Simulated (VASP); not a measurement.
# MnO2 in VASP: further runs

Runs on MnO2. Level: r2SCAN. Tasks: single point.

Program: VASP 6.6.1. These are calculated values, not measurements. Logs are shortened: lines on timing, memory, paths and dates and some standing lists are left out, and cuts for length are marked.

## Step 1: The cell of the first run

Symmetry: P-3m1, No. 164, trigonal system. The conventional cell has a = 2.857 Å, b = 2.857 Å, c = 4.601 Å, α = 90.00°, β = 90.00°, γ = 120.00°. Mn (site symmetry -3m) has 6 O at 1.90 Å within 2.5 Å. Within 2.6 Å of O (site symmetry 3m) lie 3 Mn at 1.90 Å and 3 O at 2.51 Å.

## Step 2: Single point, r2SCAN, collinear spin, ferromagnetic start

Contents of POSCAR:

```
MnO2
1.0
    2.8565781800      0.0000000000      0.0000000000
   -1.4282890900      2.4738692700      0.0000000000
    0.0000000000      0.0000000000      4.6013740600
Mn O
1 2
Direct
    0.0000000000      0.0000000000      0.5000000000
    0.6666666667      0.3333333333      0.2937074300
    0.3333333333      0.6666666667      0.7062925700
```

Contents of INCAR.step1:

```
SYSTEM = MnO2
PREC     = Accurate       ! precision mode
ENCUT    = 520            ! plane-wave cutoff, eV
ISMEAR   = 1              ! smearing method
SIGMA    = 0.05           ! smearing width, eV
LREAL    = .False.        ! projectors in reciprocal space
LASPH    = .True.         ! aspherical terms in the spheres
NELM     = 150            ! most SCF steps
ISPIN    = 2              ! spin polarisation
MAGMOM   = 5.2 0 0        ! initial moments
LMAXMIX  = 4              ! l up to which the mixer works
NBANDS   = 24             ! bands
GGA      = PE             ! functional
ALGO     = Normal         ! electronic algorithm
EDIFF    = 1E-4           ! SCF threshold, eV
LWAVE    = .True.         ! write WAVECAR
LCHARG   = .False.        ! write CHGCAR
```

Contents of INCAR.step2:

```
SYSTEM = MnO2
PREC     = Accurate       ! precision mode
ENCUT    = 520            ! plane-wave cutoff, eV
EDIFF    = 1E-6           ! SCF threshold, eV
ISMEAR   = 1              ! smearing method
SIGMA    = 0.05           ! smearing width, eV
LREAL    = .False.        ! projectors in reciprocal space
LASPH    = .True.         ! aspherical terms in the spheres
NELM     = 150            ! most SCF steps
ALGO     = Normal         ! electronic algorithm
ISIF     = 2              ! what is computed and relaxed
LWAVE    = .False.        ! write WAVECAR
LCHARG   = .False.        ! write CHGCAR
ISPIN    = 2              ! spin polarisation
MAGMOM   = 5.2 0 0        ! initial moments
LORBIT   = 11             ! projections on sites
LMAXMIX  = 4              ! l up to which the mixer works
METAGGA  = R2SCAN         ! meta-GGA
LMIXTAU  = .True.       
NBANDS   = 24             ! bands
ISTART   = 1
```

Contents of KPOINTS:

```
regular mesh
0
Gamma
  9 9 5
  0 0 0
```

Potentials or basis: VASP PAW PBE potentials, release 64 (Mn_pv, O).

On the command line:

```sh
> cat potpaw_PBE.64/Mn_pv/POTCAR potpaw_PBE.64/O/POTCAR > POTCAR
> cp INCAR.step1 INCAR
> mpirun -np 1 vasp_std > vasp.out
> cp INCAR.step2 INCAR
> mpirun -np 1 vasp_std > vasp.out
```

OUTCAR:

```text
SYSTEM = MnO2
   PREC = Accurate
   ENCUT = 520
   EDIFF = 1E-6
   ISMEAR = 1
   LREAL = .False.
   LASPH = .True.
   NELM = 150
   ISIF = 2
   ISPIN = 2
   LORBIT = 11
   METAGGA = R2SCAN
   ISTART = 1

 ion  position               nearest neighbor table
   1  0.000  0.000  0.500-   3 1.90   2 1.90   3 1.90   2 1.90   2 1.90   3 1.90
   2  0.667  0.333  0.294-   1 1.90   1 1.90   1 1.90
   3  0.333  0.667  0.706-   1 1.90   1 1.90   1 1.90

  LATTYP: Found a hexagonal cell.
 ALAT       =     2.8565781800
 C/A-ratio  =     1.6107992745

  Lattice vectors:

 A1 = (   2.8565781800,   0.0000000000,   0.0000000000)
 A2 = (  -1.4282890900,   2.4738692700,   0.0000000000)
 A3 = (   0.0000000000,   0.0000000000,   4.6013740600)

Analysis of symmetry for initial positions (statically):
=====================================================================
 Subroutine PRICEL returns:
 Original cell was already a primitive cell.

 Routine SETGRP: Setting up the symmetry group for a
 hexagonal supercell.

 Subroutine GETGRP returns: Found 12 space group operations
 (whereof 12 operations were pure point group operations)
 out of a pool of 24 trial point group operations.

The static configuration has the point symmetry D_3d.

Analysis of symmetry for dynamics (positions and initial velocities):
=====================================================================
 Subroutine PRICEL returns:
 Original cell was already a primitive cell.

 Routine SETGRP: Setting up the symmetry group for a
 hexagonal supercell.

 Subroutine GETGRP returns: Found 12 space group operations
 (whereof 12 operations were pure point group operations)
 out of a pool of 24 trial point group operations.

The dynamic configuration has the point symmetry D_3d.

Analysis of structural, dynamic, and magnetic symmetry:
=====================================================================
 Subroutine PRICEL returns:
 Original cell was already a primitive cell.

 Routine SETGRP: Setting up the symmetry group for a
 hexagonal supercell.

 Subroutine GETGRP returns: Found 12 space group operations
 (whereof 12 operations were pure point group operations)
 out of a pool of 24 trial point group operations.

The overall configuration has the point symmetry D_3d.

 Subroutine INISYM returns: Found 12 space group operations
 (whereof 12 operations are pure point group operations),
 and found     1 'primitive' translations

----------------------------------------------------------------------------------------

                                     Primitive cell

  volume of cell :      32.5170

  direct lattice vectors                    reciprocal lattice vectors
     2.856578180  0.000000000  0.000000000     0.350069187  0.202112539  0.000000000
    -1.428289090  2.473869270  0.000000000     0.000000000  0.404225079  0.000000000
     0.000000000  0.000000000  4.601374060     0.000000000  0.000000000  0.217326387

  length of vectors
     2.856578180  2.856578178  4.601374060     0.404225078  0.404225079  0.217326387

  position of ions in fractional coordinates (direct lattice)
     0.000000000  0.000000000  0.500000000
     0.666666667  0.333333333  0.293707430
     0.333333333  0.666666667  0.706292570

  ion indices of the primitive-cell ions
   primitive index   ion index
                 1           1
                 2           2
                 3           3

----------------------------------------------------------------------------------------

 KPOINTS: regular mesh

Automatic generation of k-mesh.
 Grid dimensions read from file:
 generate k-points for:    9    9    5

 Generating k-lattice:

  Cartesian coordinates                     Fractional coordinates (reciprocal lattice)
     0.038896576  0.022456949  0.000000000     0.111111111  0.000000000  0.000000000
     0.000000000  0.044913898  0.000000000     0.000000000  0.111111111  0.000000000
     0.000000000  0.000000000  0.043465277     0.000000000  0.000000000  0.200000000

  Length of vectors
     0.044913898  0.044913898  0.043465277

  Shift w.r.t. Gamma in fractional coordinates (k-lattice)
     0.000000000  0.000000000  0.000000000

 Subroutine IBZKPT returns following result:
 ===========================================

 Found     50 irreducible k-points:

 Following reciprocal coordinates:
            Coordinates               Weight
  0.000000  0.000000  0.000000      1.000000
  0.111111  0.000000  0.000000      6.000000
  0.222222  0.000000  0.000000      6.000000
  0.333333  0.000000  0.000000      6.000000
  0.444444  0.000000  0.000000      6.000000
  0.111111  0.111111  0.000000      6.000000
[... 16 lines left out ...]
  0.222222  0.111111  0.200000     12.000000
 -0.111111  0.333333  0.200000     12.000000
 [... further k-points ...]
   k-points           NKPTS =     50   k-points in BZ     NKDIM =     50   number of bands    NBANDS=     24
   number of dos      NEDOS =    301   number of ions     NIONS =      3
   total plane-waves  NPLWV =  20736
   dimension x,y,z NGX =    24 NGY =   24 NGZ =   36
   dimension x,y,z NGXF=    48 NGYF=   48 NGZF=   72
   ions per type =               1   2
   NGX,Y,Z   is equivalent  to a cutoff of  13.97, 13.97, 13.01 a.u.
   NGXF,Y,Z  is equivalent  to a cutoff of  27.93, 27.93, 26.01 a.u.
 SYSTEM =  MnO2
   PREC   = accura    normal or accurate (medium, high low for compatibility)
   ISTART =      1    job   : 0-new  1-cont  2-samecut
   ICHARG =      0    charge: 1-file 2-atom 10-const
   ISPIN  =      2    spin polarized calculation?
   LNONCOLLINEAR =      F non collinear calculations
   LSORBIT =      F    spin-orbit coupling
   LASPH  =      T    aspherical Exc in radial PAW
   ENCUT  =  520.0 eV  38.22 Ry    6.18 a.u.   5.31  5.31  8.56*2*pi/ulx,y,z
   NELM   =    150;   NELMIN=  2; NELMDL=  0     # of ELM steps
   EDIFF  = 0.1E-05   stopping-criterion for ELM
   LREAL  =      F    real-space projection
   EDIFFG = 0.1E-04   stopping-criterion for IOM
   NSW    =      0    number of steps for IOM
   IBRION =     -1    ionic relax: 0-MD 1-quasi-New 2-CG
   NFREE  =      0    steps in history (QN), initial steepest desc. (CG)
   ISIF   =      2    stress and relaxation
   ISYM   =      2    0-nonsym 1-usesym 2-fastsym
   POTIM  = 0.5000    time-step for ionic-motion
   TEBEG  =    0.0;   TEEND  =   0.0 temperature during run
   PSTRESS=    0.0 pullay stress
   NELECT =      25.0000    total number of electrons
   NUPDOWN=      -1.0000    fix difference up-down
   EMIN   =  10.00;   EMAX   =-10.00  energy-range for DOS
   EFERMI =   0.00;   METHOD = LEGACY
   ISMEAR =     1;   SIGMA  =   0.05  broadening in eV -4-tet -1-fermi 0-gaus
   EFERMI_NEDOS =   21; number of points for ismear=-14 and -15
   IALGO  =     38    algorithm
   IMIX   =      4    mixing-type and parameters
     AMIX     =   0.40;   BMIX     =  1.00
     AMIX_MAG =   1.60;   BMIX_MAG =  1.00
  volume/ion in A,a.u.               =      10.84        73.15
  Fermi-wavevector in a.u.,A,eV,Ry     =   1.499747  2.834111 30.602787  2.249241
  Thomas-Fermi vector in A             =   2.611337
   LORBIT       =     11    0 simple, 1 ext, 2 COOP (PROOUT), +10 PAW based schemes
   METAGGA = R2SCAN    functional components
   LHFCALC =     F    Hartree Fock is set to
   AEXX    =    0.0000 exact exchange contribution
   IVDW    =     0    specifies the selected vdW correction
   LEPSILON=     F    determine dielectric tensor
   LRPA    =     F    only Hartree local field effects (RPA)
 spin polarized calculation
 Methfessel and Paxton  Order N= 1 SIGMA  =   0.05
  energy-cutoff  :      520.00
  volume of cell :       32.52
 maximum number of plane-waves:       887
 NGX is ok and might be reduce to    24
   NGX = 11   NGY = 11   NGZ = 17

 number of electron      24.9999997 magnetization       2.9999998

 Free energy of the ion-electron system (eV)
  ---------------------------------------------------
  ext. energy  EPLUGINS =         0.00000000
  ---------------------------------------------------
  free energy    TOTEN  =       -32.53215557 eV

  energy without entropy =      -32.53220301  energy(sigma->0) =      -32.53217138

 E-fermi :   2.5616     XC(G=0): -11.5619

 val. band max:        2.5233675014   @ k =   0.0000   0.1111   0.4000
 cond. band min:       4.4164937400   @ k =   0.0000   0.0000   0.4000
 fundamental gap:      1.8931262387
 Fermi energy:         2.5615823053

 spin component 1

 k-point     1 :       0.0000    0.0000    0.0000
  band No.  band energies     occupation
      1     -49.7480      1.00000
      2     -49.7213      1.00000
      3     -49.7212      1.00000
      4     -17.7261      1.00000
      5     -15.4322      1.00000
      6      -3.7636      1.00000
[... 16 lines left out ...]
     23      26.0551      0.00000
     24      27.6717      0.00000
[... 598 lines left out ...]
      2     -49.7497      1.00000
      3     -49.7307      1.00000
      4     -16.7778      1.00000
      5     -15.7346      1.00000
      6      -3.5389      1.00000
[... 16 lines left out ...]
     23      25.0278      0.00000
     24      25.9319      0.00000

 [... further k-points ...]

 spin component 2

 k-point     1 :       0.0000    0.0000    0.0000
  band No.  band energies     occupation
      1     -45.6264      1.00000
      2     -45.6263      1.00000
      3     -45.4312      1.00000
      4     -17.6655      1.00000
      5     -15.3831      1.00000
      6      -2.6214      1.00000
[... 16 lines left out ...]
     23      28.6782      0.00000
     24      28.7785      0.00000
[... 598 lines left out ...]
      2     -45.6612      1.00000
      3     -45.4075      1.00000
      4     -16.7145      1.00000
      5     -15.6721      1.00000
      6      -2.5506      1.00000
[... 16 lines left out ...]
     23      25.5543      0.00000
     24      26.9624      0.00000

 [... further k-points ...]

------------------------ aborting loop because EDIFF is reached ----------------------------------------

  FORCE on cell =-STRESS in cart. coord.  units (eV):
  Direction    XX          YY          ZZ          XY          YZ          ZX
  --------------------------------------------------------------------------------------
  -------------------------------------------------------------------------------------
  Total        0.0843186      0.0843186      0.0336515     -0.0000000      0.0000000     -0.0000000
  in kB        4.1545438      4.1545438      1.6580791     -0.0000000      0.0000000     -0.0000000
  external PRESSURE =       3.3223889 kB  Pullay stress =       0.0000000 kB

 VOLUME and BASIS-vectors are now :
 -----------------------------------------------------------------------------
  energy-cutoff  :      520.00
  volume of cell :       32.52
      direct lattice vectors                 reciprocal lattice vectors
     2.856578180  0.000000000  0.000000000     0.350069187  0.202112539  0.000000000
    -1.428289090  2.473869270  0.000000000     0.000000000  0.404225079  0.000000000
     0.000000000  0.000000000  4.601374060     0.000000000  0.000000000  0.217326387

 POSITION                                       TOTAL-FORCE (eV/Angst)
 -----------------------------------------------------------------------------------
      0.00000      0.00000      2.30069         0.000000      0.000000      0.000000
      1.42829      0.82462      1.35146         0.000000      0.000000     -0.004607
     -0.00000      1.64925      3.24992        -0.000000      0.000000      0.004607
 -----------------------------------------------------------------------------------
    total drift:                               -0.000000      0.000000      0.000000

  FREE ENERGIE OF THE ION-ELECTRON SYSTEM (eV)
  ---------------------------------------------------
  free  energy   TOTEN  =       -32.5321555692 eV

  energy  without entropy=      -32.5322030135  energy(sigma->0) =      -32.53217138

 total charge

# of ion       s       p       d       tot
------------------------------------------
    1        0.383   6.467   4.862  11.712
    2        1.586   3.447   0.000   5.033
    3        1.586   3.447   0.000   5.033
--------------------------------------------------
tot          3.556  13.361   4.862  21.778

 magnetization (x)

# of ion       s       p       d       tot
------------------------------------------
    1        0.030   0.039   2.865   2.933
    2        0.004   0.003   0.000   0.007
    3        0.004   0.003   0.000   0.007
--------------------------------------------------
tot          0.037   0.045   2.865   2.947
```

It took 9.1 min on 1 thread of AMD EPYC, shared host; peak memory 0.18 GiB.

Results:

```
Free energy                                           : -32.5322 eV
Pressure                                              : 0.3 GPa
Largest force                                         : 0.005 eV/Å
Band gap on the k mesh                                : 1.89 eV (least direct gap 2.00 eV)
Net moment                                            : 3.00 μB per cell
Site moments                                          : Mn +2.93; O +0.01 μB
Valence electrons inside the program's atomic spheres : Mn 11.71; O 5.03
```

Forces on the atoms (eV/Å):
```
Mn   0.000  0.000  0.000
O    0.000  0.000 -0.005
O    0.000  0.000  0.005
```

Stress tensor (GPa, compression positive):
```
0.42 0.00 0.00
0.00 0.42 0.00
0.00 0.00 0.17
```

Levels at points of the mesh, in eV from the valence-band top:
Spin up:
```csv
k point,band 10,band 11,band 12,band 13,band 14,band 15,band 16,band 17,band 18,band 19
"(0.00, 0.00, 0.00)",-2.69,-1.03,-1.03,-0.80,-0.49,3.40,3.40,8.12,11.50,16.12
```
Spin down:
```csv
k point,band 8,band 9,band 10,band 11,band 12,band 13,band 14,band 15
"(0.00, 0.00, 0.00)",-4.79,-1.04,-1.04,-0.64,1.90,1.90,3.49,4.99
```

Caveat: the PAW data sets were made with another functional, which shifts forces and pressure a little; an odd mesh through Γ misses points on the zone boundary, where band edges can lie; a cell with one magnetic atom can't hold antiferromagnetic order, which such compounds often take.

[end of part 1 of 2]
